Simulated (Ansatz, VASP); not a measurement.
**SnBi2O5 in VASP and in Ansatz**

```
CELL_PARAMETERS angstrom
-0.08382 2.86991 4.67264
0.02446 2.71428 -4.56568
-8.97023 0.09249 0.11242
ATOMIC_POSITIONS crystal
Sn 0.35633 0.64398 0.00006
Bi 0.71747 0.31105 0.78934
Bi 0.68884 0.30348 0.21099
O 0.47421 0.87815 0.81042
O 0.10726 0.56113 0.18337
O 0.06489 0.32804 0.87680
O 0.66403 0.92970 0.12894
O 0.56706 0.40438 0.00008
```

Change from the starting cell: cell x1, atoms moved at random (sigma 0.1 Å) and cell strained at random (1.5 %), then relaxed without symmetry.

Alike in both runs: functional PBE; k mesh 4 × 4 × 2; occupations gaussian, width 0.1 eV; no spin polarisation.

Ansatz relaxed the structure, and its values are those at the end. VASP's run is a single point on that final structure, the one shown.

|  | VASP | Ansatz |
| --- | --- | --- |
| version | VASP 6.6.1 | Ansatz 0.2.0 |
| potentials or method | VASP PAW PBE potentials, release 64 (Sn_d, Bi_d, O), cutoff 520 eV | scalar-relativistic, plane waves, PAW |
| valence electrons in the cell | 74 | 74 |

Ansatz gave:

| Item | Value |
| --- | --- |
| gap on the k mesh at the Fermi level (eV) | 2.44 |
| least direct gap on the mesh (eV) | 2.47 |
| pressure (GPa) | 0.1 |
| rms of the force components (eV/Å) | 0.003 |

What did VASP give for the same quantities?

gap on the k mesh at the Fermi level (eV): 2.43; least direct gap on the mesh (eV): 2.46; pressure (GPa): 0.2; rms of the force components (eV/Å): 0.034.

With one functional, cell and mesh, what is left measures potentials, basis and numerics.

Spin-orbit coupling is off throughout.
